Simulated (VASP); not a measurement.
**Si2Ni: relaxation of cell and atoms with PBE**

The system is Si2Ni.

```
CELL_PARAMETERS angstrom
0.00000 2.72436 2.72436
2.72436 0.00000 2.72436
2.72436 2.72436 0.00000
ATOMIC_POSITIONS crystal
Si 0.25000 0.25000 0.25000
Si 0.75000 0.75000 0.75000
Ni 0.00000 0.00000 0.00000
```

```json
{
  "Program": "VASP 6.6.1",
  "Task": "relaxation of cell and atoms",
  "Functional": "PBE",
  "Potentials or basis": "VASP PAW PBE potentials, release 64 (Si, Ni)",
  "Cutoff": "600 eV",
  "k mesh": "14 × 14 × 14",
  "Occupations": "gaussian, width 0.1 eV",
  "Spin": "no spin polarisation",
  "Dipole correction": "no",
  "Further INCAR settings": "ALGO = Normal; EDIFF = 1e-06; IBRION = 2; EDIFFG = -0.01; NSW = 100; ISIF = 3"
}
```

* Relaxed volume: 13.46 Å³/atom
* Relaxed cell: a = 3.851 Å, b = 3.851 Å, c = 3.851 Å, α = 60.00°, β = 60.00°, γ = 60.00°
* Space group after relaxing (to 0.05 Å): Fm-3m (No. 225)
* Energy gained by relaxing: 0.0 meV/atom
* Ionic steps: 3
* Pressure after relaxing: 0.0 GPa
* Band gap on the k mesh: zero (band 9 reaches 11.80 eV, above the bottom of band 10 at 9.66 eV)

Final structure:
```
Si Ni
1.0
     0.00000    2.72307    2.72307
     2.72307    0.00000    2.72307
     2.72307    2.72307    0.00000
Si Ni
2 1
Direct
  0.25000 0.25000 0.25000
  0.75000 0.75000 0.75000
  0.00000 0.00000 0.00000
```

Levels at points of the mesh, in eV from the Fermi level:
```csv
k point,band 7,band 8,band 9,band 10,band 11,band 12
"(0.00, 0.00, 0.00)",-0.49,1.66,1.66,1.66,2.31,2.31
"(0.50, 0.00, 0.00)",-3.22,-1.40,-1.40,1.74,1.78,1.78
"(0.50, 0.50, 0.00)",-3.49,-3.33,-3.01,-0.46,1.45,7.73
```

Wall time 48 s on 1 thread of Intel(R) Xeon(R) 6975P-C (Granite Rapids), on a shared host, peak memory 0.22 GiB.

Spin polarisation is off, so any magnetic state and its effect on volume and gap are missing.
